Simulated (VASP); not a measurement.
# MgO (Cm) in VASP: single point with r2SCAN

Aim: the single point of MgO with r2SCAN.

Program: VASP 6.6.1. These are calculated values, not measurements. Logs are shortened: lines on timing, memory, paths and dates and some standing lists are left out, and cuts for length are marked.

## 1. The cell of the first run

The structure is monoclinic, space group Cm (No. 8). The conventional cell has a = 5.230 Å, b = 3.020 Å, c = 3.020 Å, α = 90.00°, β = 125.26°, γ = 90.00°. Mg (site symmetry m) has 3 O at 1.56 to 2.03 Å within 2.1 Å. O (site symmetry m) has 3 Mg at 1.56 to 2.03 Å within 2.1 Å.

## 2. Single point, r2SCAN (atom 2 (O) moved by (-0.300, -0.600) A along [1 1 0] and z)

File POSCAR:

```
MgO
1.0
    0.0000000000      2.1351500000      2.1351500000
    2.1351500000      0.0000000000      2.1351500000
    2.1351500000      2.1351500000      0.0000000000
Mg O
1 1
Direct
    0.0000000000      0.0000000000      0.0000000000
    0.3594946491      0.3594946491      0.5411530645
```

File INCAR.step1:

```
SYSTEM = MgO
PREC = Accurate
ENCUT = 520
ISMEAR = 0
SIGMA = 0.05
LREAL = .False.
LASPH = .True.
NELM = 60
NBANDS = 11
GGA = PE
ALGO = Normal
EDIFF = 1E-4
LWAVE = .True.
LCHARG = .False.
```

File INCAR.step2:

```
SYSTEM = MgO
PREC = Accurate
ENCUT = 520
EDIFF = 1E-6
ISMEAR = 0
SIGMA = 0.05
LREAL = .False.
LASPH = .True.
NELM = 60
ALGO = Normal
ISIF = 2
LWAVE = .False.
LCHARG = .False.
METAGGA = R2SCAN
LMIXTAU = .True.
NBANDS = 11
ISTART = 1
```

File KPOINTS:

```
regular mesh
0
Gamma
  10 10 10
  0 0 0
```

Potentials or basis: VASP PAW PBE potentials, release 64 (Mg, O).

Launch:

```console
$ cat potpaw_PBE.64/Mg/POTCAR potpaw_PBE.64/O/POTCAR > POTCAR
$ cp INCAR.step1 INCAR
$ mpirun -np 1 vasp_std > vasp.out
$ cp INCAR.step2 INCAR
$ mpirun -np 1 vasp_std > vasp.out
```

OUTCAR:

```text
SYSTEM = MgO
   PREC = Accurate
   ENCUT = 520
   EDIFF = 1E-6
   ISMEAR = 0
   LREAL = .False.
   LASPH = .True.
   NELM = 60
   ISIF = 2
   METAGGA = R2SCAN
   ISTART = 1

 ion  position               nearest neighbor table
   1  0.000  0.000  0.000-   2 1.56   2 2.03   2 2.03   2 2.43   2 2.43   2 2.75
   2  0.359  0.359  0.541-   1 1.56   1 2.03   1 2.03   1 2.43   1 2.43   1 2.75

  LATTYP: Found a face centered cubic cell.
 ALAT       =     4.2703000000

  Lattice vectors:

 A1 = (   0.0000000000,   2.1351500000,   2.1351500000)
 A2 = (   2.1351500000,   0.0000000000,   2.1351500000)
 A3 = (   2.1351500000,   2.1351500000,   0.0000000000)

Analysis of symmetry for initial positions (statically):
=====================================================================
 Subroutine PRICEL returns:
 Original cell was already a primitive cell.

 Routine SETGRP: Setting up the symmetry group for a
 face centered cubic supercell.

 Subroutine GETGRP returns: Found  2 space group operations
 (whereof  2 operations were pure point group operations)
 out of a pool of 48 trial point group operations.

The static configuration has the point symmetry C_1h.

Analysis of symmetry for dynamics (positions and initial velocities):
=====================================================================
 Subroutine PRICEL returns:
 Original cell was already a primitive cell.

 Routine SETGRP: Setting up the symmetry group for a
 face centered cubic supercell.

 Subroutine GETGRP returns: Found  2 space group operations
 (whereof  2 operations were pure point group operations)
 out of a pool of 48 trial point group operations.

The dynamic configuration has the point symmetry C_1h.

 Subroutine INISYM returns: Found  2 space group operations
 (whereof  2 operations are pure point group operations),
 and found     1 'primitive' translations

----------------------------------------------------------------------------------------

                                     Primitive cell

  volume of cell :      19.4677

  direct lattice vectors                    reciprocal lattice vectors
     0.000000000  2.135150000  2.135150000    -0.234175585  0.234175585  0.234175585
     2.135150000  0.000000000  2.135150000     0.234175585 -0.234175585  0.234175585
     2.135150000  2.135150000  0.000000000     0.234175585  0.234175585 -0.234175585

  length of vectors
     3.019558088  3.019558088  3.019558088     0.405604011  0.405604011  0.405604011

  position of ions in fractional coordinates (direct lattice)
     0.000000000  0.000000000  0.000000000
     0.359494649  0.359494649  0.541153065

  ion indices of the primitive-cell ions
   primitive index   ion index
                 1           1
                 2           2

----------------------------------------------------------------------------------------

 KPOINTS: regular mesh

Automatic generation of k-mesh.
 Grid dimensions read from file:
 generate k-points for:   10   10   10

 Generating k-lattice:

  Cartesian coordinates                     Fractional coordinates (reciprocal lattice)
    -0.023417558  0.023417558  0.023417558     0.100000000  0.000000000  0.000000000
     0.023417558 -0.023417558  0.023417558     0.000000000  0.100000000  0.000000000
     0.023417558  0.023417558 -0.023417558     0.000000000  0.000000000  0.100000000

  Length of vectors
     0.040560401  0.040560401  0.040560401

  Shift w.r.t. Gamma in fractional coordinates (k-lattice)
     0.000000000  0.000000000  0.000000000

 Subroutine IBZKPT returns following result:
 ===========================================

 Found    282 irreducible k-points:

 Following reciprocal coordinates:
            Coordinates               Weight
  0.000000  0.000000  0.000000      1.000000
  0.100000  0.000000  0.000000      4.000000
  0.000000  0.000000  0.100000      2.000000
  0.100000  0.100000  0.100000      2.000000
  0.200000  0.000000  0.000000      4.000000
  0.000000  0.000000  0.200000      2.000000
[... 16 lines left out ...]
  0.200000  0.100000  0.200000      4.000000
  0.100000 -0.100000 -0.100000      4.000000
 [... further k-points ...]
   k-points           NKPTS =    282   k-points in BZ     NKDIM =    282   number of bands    NBANDS=     11
   number of dos      NEDOS =    301   number of ions     NIONS =      2
   total plane-waves  NPLWV =  13824
   dimension x,y,z NGX =    24 NGY =   24 NGZ =   24
   dimension x,y,z NGXF=    48 NGYF=   48 NGZF=   48
   ions per type =               1   1
   NGX,Y,Z   is equivalent  to a cutoff of  13.21, 13.21, 13.21 a.u.
   NGXF,Y,Z  is equivalent  to a cutoff of  26.43, 26.43, 26.43 a.u.
 SYSTEM =  MgO
   PREC   = accura    normal or accurate (medium, high low for compatibility)
   ISTART =      1    job   : 0-new  1-cont  2-samecut
   ICHARG =      0    charge: 1-file 2-atom 10-const
   ISPIN  =      1    spin polarized calculation?
   LNONCOLLINEAR =      F non collinear calculations
   LSORBIT =      F    spin-orbit coupling
   LASPH  =      T    aspherical Exc in radial PAW
   ENCUT  =  520.0 eV  38.22 Ry    6.18 a.u.   5.61  5.61  5.61*2*pi/ulx,y,z
   NELM   =     60;   NELMIN=  2; NELMDL=  0     # of ELM steps
   EDIFF  = 0.1E-05   stopping-criterion for ELM
   LREAL  =      F    real-space projection
[... 7 lines left out ...]
   TEBEG  =    0.0;   TEEND  =   0.0 temperature during run
   PSTRESS=    0.0 pullay stress
   NELECT =       8.0000    total number of electrons
   NUPDOWN=      -1.0000    fix difference up-down
   EMIN   =  10.00;   EMAX   =-10.00  energy-range for DOS
   EFERMI =   0.00;   METHOD = LEGACY
   ISMEAR =     0;   SIGMA  =   0.05  broadening in eV -4-tet -1-fermi 0-gaus
   EFERMI_NEDOS =   21; number of points for ismear=-14 and -15
   IALGO  =     38    algorithm
   IMIX   =      4    mixing-type and parameters
     AMIX     =   0.40;   BMIX     =  1.00
     AMIX_MAG =   1.60;   BMIX_MAG =  1.00
  volume/ion in A,a.u.               =       9.73        65.69
  Fermi-wavevector in a.u.,A,eV,Ry     =   1.217119  2.300022 20.155386  1.481379
  Thomas-Fermi vector in A             =   2.352450
   LORBIT       =      0    0 simple, 1 ext, 2 COOP (PROOUT), +10 PAW based schemes
   METAGGA = R2SCAN    functional components
   LHFCALC =     F    Hartree Fock is set to
   AEXX    =    0.0000 exact exchange contribution
   IVDW    =     0    specifies the selected vdW correction
   LEPSILON=     F    determine dielectric tensor
   LRPA    =     F    only Hartree local field effects (RPA)
 non-spin polarized calculation
 Gauss-broadening in eV      SIGMA  =   0.05
  energy-cutoff  :      520.00
  volume of cell :       19.47
 maximum number of plane-waves:       544
   NGX = 11   NGY = 11   NGZ = 11

 number of electron       8.0000000 magnetization

 Free energy of the ion-electron system (eV)
  ---------------------------------------------------
  ext. energy  EPLUGINS =         0.00000000
  ---------------------------------------------------
  free energy    TOTEN  =       -14.14593352 eV

  energy without entropy =      -14.14593352  energy(sigma->0) =      -14.14593352

 E-fermi :   2.5232     XC(G=0): -11.2221

 val. band max:        2.2710247321   @ k =   0.0000   0.0000   0.1000
 cond. band min:       7.1865703553   @ k =   0.0000   0.0000   0.0000
 fundamental gap:      4.9155456231
 Fermi energy:         2.5231862051

 k-point     1 :       0.0000    0.0000    0.0000
  band No.  band energies     occupation
      1     -15.6861      2.00000
      2       1.8448      2.00000
      3       1.9623      2.00000
      4       2.2687      2.00000
      5       7.1866      0.00000
      6      19.3353      0.00000
      7      20.2792      0.00000
      8      21.3503      0.00000
      9      21.9109      0.00000
     10      24.8597      0.00000
     11      25.4770      0.00000

 k-point     2 :       0.1000    0.0000    0.0000
  band No.  band energies     occupation
      1     -15.5958      2.00000
      2       1.3398      2.00000
      3       1.8838      2.00000
      4       2.2556      2.00000
      5       7.7530      0.00000
      6      18.1557      0.00000
      7      19.8050      0.00000
      8      21.2508      0.00000
      9      23.3953      0.00000
     10      24.4229      0.00000
     11      25.0503      0.00000

 k-point     3 :       0.0000    0.0000    0.1000
  band No.  band energies     occupation
      1     -15.5944      2.00000
      2       1.3113      2.00000
      3       1.9401      2.00000
      4       2.2710      2.00000
      5       7.7246      0.00000
      6      17.8793      0.00000
      7      20.2861      0.00000
      8      21.2296      0.00000
      9      23.0154      0.00000
     10      24.1337      0.00000
     11      25.4295      0.00000

 k-point     4 :       0.1000    0.1000    0.1000
  band No.  band energies     occupation
      1     -15.5970      2.00000
      2       1.5256      2.00000
      3       1.9177      2.00000
      4       1.9422      2.00000
      5       7.8278      0.00000
      6      18.7038      0.00000
      7      19.7522      0.00000
      8      20.4268      0.00000
      9      24.0831      0.00000
     10      24.4692      0.00000
     11      24.7971      0.00000

 k-point     5 :       0.2000    0.0000    0.0000
  band No.  band energies     occupation
      1     -15.3500      2.00000
      2       0.2288      2.00000
      3       1.7812      2.00000
      4       2.1833      2.00000
      5       8.9450      0.00000
      6      16.2797      0.00000
      7      19.7787      0.00000
      8      20.9272      0.00000
      9      23.4772      0.00000
     10      23.9535      0.00000
     11      26.5333      0.00000
[... 211 lines left out ...]
 k-point    21 :       0.1000    0.0000    0.2000
  band No.  band energies     occupation
      1     -15.3722      2.00000
      2       0.4518      2.00000
      3       1.7436      2.00000
      4       2.0849      2.00000
      5       8.9704      0.00000
      6      16.4938      0.00000
      7      19.0342      0.00000
      8      20.8769      0.00000
      9      22.7694      0.00000
     10      24.9411      0.00000
     11      27.3506      0.00000

 k-point    22 :       0.1000    0.1000   -0.1000
  band No.  band energies     occupation
      1     -15.3687      2.00000
      2       0.5654      2.00000
      3       1.7672      2.00000
      4       2.1057      2.00000
      5       8.6506      0.00000
      6      16.1752      0.00000
      7      20.1525      0.00000
      8      20.3400      0.00000
      9      23.8187      0.00000
     10      25.4356      0.00000
     11      25.6062      0.00000

 k-point    23 :       0.2000    0.1000    0.2000
  band No.  band energies     occupation
      1     -15.3767      2.00000
      2       0.5470      2.00000
      3       1.6748      2.00000
      4       1.8633      2.00000
      5       9.1075      0.00000
      6      16.9069      0.00000
      7      19.4560      0.00000
      8      20.1567      0.00000
      9      22.4534      0.00000
     10      25.8228      0.00000
     11      26.8343      0.00000

 k-point    24 :       0.1000   -0.1000   -0.1000
  band No.  band energies     occupation
      1     -15.3739      2.00000
      2       0.4366      2.00000
      3       1.6807      2.00000
      4       2.1536      2.00000
      5       8.9747      0.00000
      6      16.4981      0.00000
      7      19.2161      0.00000
      8      20.2846      0.00000
      9      23.2899      0.00000
     10      25.5234      0.00000
     11      26.5802      0.00000

 [... further k-points ...]
[... 5 lines left out ...]
  --------------------------------------------------------------------------------------
  -------------------------------------------------------------------------------------
  Total       -0.2469725     -0.2469725     16.1707327      0.2073665     -2.1958970     -2.1958446
  in kB      -20.3256271    -20.3256271   1330.8377550     17.0660901   -180.7204821   -180.7161713
  external PRESSURE =     430.0621669 kB  Pullay stress =       0.0000000 kB

 VOLUME and BASIS-vectors are now :
 -----------------------------------------------------------------------------
  energy-cutoff  :      520.00
  volume of cell :       19.47
      direct lattice vectors                 reciprocal lattice vectors
     0.000000000  2.135150000  2.135150000    -0.234175585  0.234175585  0.234175585
     2.135150000  0.000000000  2.135150000     0.234175585 -0.234175585  0.234175585
     2.135150000  2.135150000  0.000000000     0.234175585  0.234175585 -0.234175585

 POSITION                                       TOTAL-FORCE (eV/Angst)
 -----------------------------------------------------------------------------------
      0.00000      0.00000      0.00000         1.061285      1.061285    -11.068500
      1.92302      1.92302      1.53515        -1.061285     -1.061285     11.068500
 -----------------------------------------------------------------------------------
    total drift:                                0.000463      0.000463      0.001384

  FREE ENERGIE OF THE ION-ELECTRON SYSTEM (eV)
  ---------------------------------------------------
  free  energy   TOTEN  =       -14.1459335192 eV

  energy  without entropy=      -14.1459335192  energy(sigma->0) =      -14.14593352
```

Wall time 2.5 min (1 thread of Intel Xeon Platinum 8124M at 3.00GHz (Skylake/Cascade Lake), shared host); peak memory 0.2 GiB.

What came out:

| Item | Value |
| --- | --- |
| Free energy | -14.1459 eV |
| Pressure | 43.0 GPa |
| Largest force | 11.170 eV/Å |
| Band gap on the k mesh | 4.92 eV, indirect (the least direct gap lies 2.3 meV higher) |

Forces on the atoms (eV/Å):
```
Mg    1.061   1.061 -11.069
O    -1.061  -1.061  11.069
```

Levels at points of the mesh, in eV from the valence-band top:
| k point | band 1 | band 2 | band 3 | band 4 | band 5 | band 6 | band 7 | band 8 |
| --- | --- | --- | --- | --- | --- | --- | --- | --- |
| (0.00, 0.00, 0.00) | -17.96 | -0.43 | -0.31 | 0.00 | 4.92 | 17.06 | 18.01 | 19.08 |
| (0.50, 0.00, 0.00) | -16.90 | -4.26 | -0.74 | -0.28 | 8.65 | 12.04 | 16.75 | 18.00 |
| (0.00, 0.00, 0.50) | -16.89 | -4.20 | -0.53 | -0.24 | 8.38 | 11.95 | 16.44 | 18.24 |
| (0.50, 0.50, 0.50) | -16.91 | -4.24 | -0.84 | -0.75 | 9.23 | 12.48 | 17.24 | 17.24 |
| (0.50, 0.50, 0.00) | -16.66 | -3.33 | -1.30 | -1.25 | 8.93 | 10.42 | 13.65 | 19.90 |
| (0.00, 0.50, 0.50) | -16.64 | -3.77 | -1.56 | -1.14 | 9.18 | 11.25 | 14.03 | 19.16 |

Caveat: the cell differs from its parent crystal (atom 2 (O) moved by (-0.300, -0.600) A along [1 1 0] and z); the PAW data sets were made with another functional, which shifts forces and pressure a little.
